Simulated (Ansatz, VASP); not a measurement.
Two plane-wave programs on NbN

```
Nb N
1.0
     0.00000    2.22338    2.22338
     2.22338    0.00000    2.22338
     2.22338    2.22338    0.00000
Nb N
1 1
Direct
  0.50000 0.50000 0.50000
  0.00000 0.00000 0.00000
```

Change from the starting cell: volume scaled by 1.04, PAW files.

Alike in both runs: task electric field gradients; functional PBEsol; k mesh 14 × 14 × 14; occupations fermi-dirac, width 0.08 eV; no spin polarisation.

|  | VASP | Ansatz |
| --- | --- | --- |
| version | VASP 6.6.1 | Ansatz 0.2.0 |
| potentials or method | VASP PAW PBE potentials, release 64 (Nb_sv, N) | PAW with Ansatz's default frozen-core files, scalar-relativistic |
| plane-wave cutoff (eV) | 520 | 420 |
| valence electrons in the cell | 18 | 18 |

Ansatz gave:

- pressure (GPa): -13.5

Problem. Estimate VASP's values.

Solution. Pressure (GPa): -14.0.

VASP's potentials were made for PBE, not for PBEsol.
